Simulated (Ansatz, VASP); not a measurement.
**Zn: VASP beside Ansatz**

INCAR

```
SYSTEM = Zn
PREC = Accurate
ENCUT = 520
EDIFF = 1E-6
ISMEAR = -1
SIGMA = 0.1
LREAL = .FALSE.
LASPH = .TRUE.
NELM = 100
ALGO = Normal
ISIF = 2
LWAVE = .FALSE.
LCHARG = .FALSE.
GGA = RP
NBANDS = 25
```

KPOINTS

```
Automatic mesh
0
G
  9 9 13
  0 0 0
```

Contents of POSCAR:

```
Zn
1.0
    4.6160663583      0.0000000000      0.0000000000
   -2.3080331791      3.9976307318      0.0000000000
    0.0000000000      0.0000000000      2.7668515633
Zn
3
Direct
    0.0000000000      1.0000000000      0.0000000000
    0.3333333333      0.6666666667      0.5000000000
    0.6666666667      0.3333333333      0.5000000000
```

Input for Ansatz:

```yaml
crystal:
  lattice:
    - [4.6160663583, 0.0, 0.0]
    - [-2.3080331791, 3.9976307318, 0.0]
    - [0.0, 0.0, 2.7668515633]
  atoms:
    - { symbol: Zn, position: [0.0, 1.0, 0.0] }
    - { symbol: Zn, position: [0.3333333333, 0.6666666667, 0.5] }
    - { symbol: Zn, position: [0.6666666667, 0.3333333333, 0.5] }
hamiltonian:
  xc: rpbe
  pseudopotentials:
    kind: paw
    azcp:
      Zn: "pseudopotentials/Zn.paw.azcp"
basis:
  ecutwfc: 420
  fft_grid_basis: typed
kpoints:
  mp_grid: { grid: [9, 9, 13], shift: [0, 0, 0] }
magnetization:
  spin_polarized: false
scf:
  occupations: { method: fermi_dirac, width: 0.1 }
  lower_state_search: "off"
output:
  stress: true
```

Alike in both runs: task single point; functional RPBE; k mesh 9 × 9 × 13; occupations fermi-dirac, width 0.1 eV; no spin polarisation.

|  | VASP | Ansatz |
| --- | --- | --- |
| version | VASP 6.6.1 | Ansatz 0.2.0 |
| potentials or method | VASP PAW PBE potentials, release 64 (Zn), cutoff 520 eV | plane waves (420 eV) with PAW, scalar-relativistic |
| valence electrons in the cell | 36 | 36 |

|  | VASP | Ansatz | Ansatz less VASP |
| --- | --- | --- | --- |
| pressure (GPa) | -1.8 | -1.9 | -0.13 |
| traceless stress, the component that is largest in VASP (GPa) | 0.63 | 0.62 | -0.013 |

VASP's potentials were made for PBE, not for RPBE.
